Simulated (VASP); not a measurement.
Set up this calculation in VASP 6.6.1, as the native input.

```yaml
Task: single point
Functional: LDA
Potentials_or_basis: VASP PAW LDA potentials, release 64 (Mo_sv)
Cutoff: 520 eV
k_mesh: 13 × 13 × 13
Occupations: fermi-dirac, width 0.05 eV
Spin: no spin polarisation
Dipole_correction: no
Further_INCAR_settings: ALGO = Normal; EDIFF = 1e-07; NBANDS = 21
```

The structure of Mo lies in POSCAR:

```
Mo
1.0
    3.1113565482      0.0000000000      0.0000000000
    0.0000000000      3.1113565482      0.0000000000
    0.0000000000      0.0000000000      3.1113565482
Mo
2
Direct
    0.0000000000      0.0000000000      0.0000000000
    0.5000000000      0.5000000000      0.5000000000
```

The input as run:

INCAR

```
PREC = Accurate ; ENCUT = 520
EDIFF = 1E-7 ; ISMEAR = -1
SIGMA = 0.05 ; LREAL = False
LASPH = True ; NELM = 60
ALGO = Normal ; ISIF = 2
LWAVE = False ; LCHARG = False
NBANDS = 21
```

KPOINTS

```
Automatic mesh
0
Gamma
  13 13 13
```

Potentials or basis: VASP PAW LDA potentials, release 64 (Mo_sv).

Run with:

```sh
$ cat potpaw_LDA.64/Mo_sv/POTCAR > POTCAR
$ mpirun -np 1 vasp_std > vasp.out
```

It gave:

```
Pressure               : 1.2 GPa
Band gap on the k mesh : zero (band 14 reaches 14.55 eV, above the bottom of band 15 at 12.52 eV)
```

Wall time 24 s on 1 thread of Intel(R) Xeon(R) Platinum 8375C CPU @ 2.90GHz (Ice Lake), on a shared host, peak memory 0.15 GiB.
